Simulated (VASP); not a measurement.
Write the native input for VASP 6.6.1 that does the following.

```
Task                   : single point
Functional             : PBE
Potentials or basis    : VASP PAW PBE potentials, release 64 (In_d)
Cutoff                 : 520 eV
k mesh                 : 14 × 14 × 14
Occupations            : fermi-dirac, width 0.05 eV
Spin                   : no spin polarisation
Dipole correction      : no
Further INCAR settings : ALGO = Normal; EDIFF = 1e-06; NBANDS = 12
```

The structure of In lies in POSCAR:

```
In
1.0
   -1.6152359128      1.6152359128      2.4573458084
    1.6152359128     -1.6152359128      2.4573458084
    1.6152359128      1.6152359128     -2.4573458084
In
1
Direct
    0.0000000000      0.0000000000      0.0000000000
```

This cell differs from its parent crystal: volume scaled by 0.98.

One way to write it, as run:

INCAR

```
SYSTEM = In
PREC = Accurate
ENCUT = 520
EDIFF = 1E-6
ISMEAR = -1
SIGMA = 0.05
LREAL = .FALSE.
LASPH = .TRUE.
NELM = 60
ALGO = Normal
ISIF = 2
LWAVE = .FALSE.
LCHARG = .TRUE.
GGA = PE
LELF = .TRUE.
LVHAR = .TRUE.
NBANDS = 12
```

KPOINTS

```
Automatic mesh
0
G
  14 14 14
  0 0 0
```

Potentials or basis: VASP PAW PBE potentials, release 64 (In_d).

Launch:

```console
$ cat potpaw_PBE.64/In_d/POTCAR > POTCAR
$ mpirun -np 1 vasp_std > vasp.out
```

It gave:

```json
{"Pressure": "2.8 GPa"}
```

Wall time 48 s on 1 thread of Intel Xeon 6975P-C (shared host), peak memory 0.21 GiB.
